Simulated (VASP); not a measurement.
Write the native input for VASP 6.6.1 that does the following.

| Quantity | Value |
| --- | --- |
| Task | relaxation of cell and atoms |
| Functional | PBE |
| Potentials or basis | VASP PAW PBE potentials, release 64 (Si, Sn_d) |
| Cutoff | 600 eV |
| k mesh | 6 × 6 × 4 |
| Occupations | gaussian, width 0.1 eV |
| Spin | no spin polarisation |
| Dipole correction | no |
| Further INCAR settings | ALGO = Normal; EDIFF = 1e-06; IBRION = 2; EDIFFG = -0.04; NSW = 90; ISIF = 3 |

The structure of SiSn2 lies in POSCAR:

```
SiSn2
1.0
    4.0516841694      0.0000000000      0.0000000000
   -2.0258420847      3.5088614188      0.0000000000
    0.0000000000      0.0000000000      4.3747420433
Si Sn
1 2
Direct
    0.0000000000      0.0000000000      0.0000000000
    0.3333333333      0.6666666667      0.5000000000
    0.6666666667      0.3333333333      0.5000000000
```

One way to write it, as run:

INCAR

```
SYSTEM = SiSn2
PREC = Accurate ; ENCUT = 600
EDIFF = 1E-6 ; ISMEAR = 0
SIGMA = 0.1 ; LREAL = .False.
LASPH = .True. ; NELM = 60
ALGO = Normal ; ISIF = 3
LWAVE = .False. ; LCHARG = .False.
GGA = PE ; IBRION = 2
NSW = 90 ; EDIFFG = -0.04
```

KPOINTS

```
Automatic mesh
0
Gamma
  6 6 4
  0 0 0
```

Potentials or basis: VASP PAW PBE potentials, release 64 (Si, Sn_d).

Launch:

```bash
$ cat potpaw_PBE.64/Si/POTCAR potpaw_PBE.64/Sn_d/POTCAR > POTCAR
$ mpirun -np 1 vasp_std > vasp.out
```

Results of the run:

```json
{"Relaxed volume": "24.34 Å³/atom", "Relaxed cell": "a = 5.177 Å, b = 5.177 Å, c = 3.146 Å, α = 90.00°, β = 90.00°, γ = 120.00°", "Space group after relaxing (to 0.1 Å)": "P6/mmm (No. 191)", "Pressure after relaxing": "-0.1 GPa", "Band gap on the k mesh": "zero (bands 16 and 17 overlap by 3.97 eV)"}
```

Caveat: the volume moved by over 15 % at a fixed basis, so the end points are rough; spin-orbit coupling is left out, which moves the levels of the heavy elements.

It took 120 s on 1 thread of Intel(R) Xeon(R) 6975P-C (Granite Rapids) (shared host), peak memory 0.21 GiB.
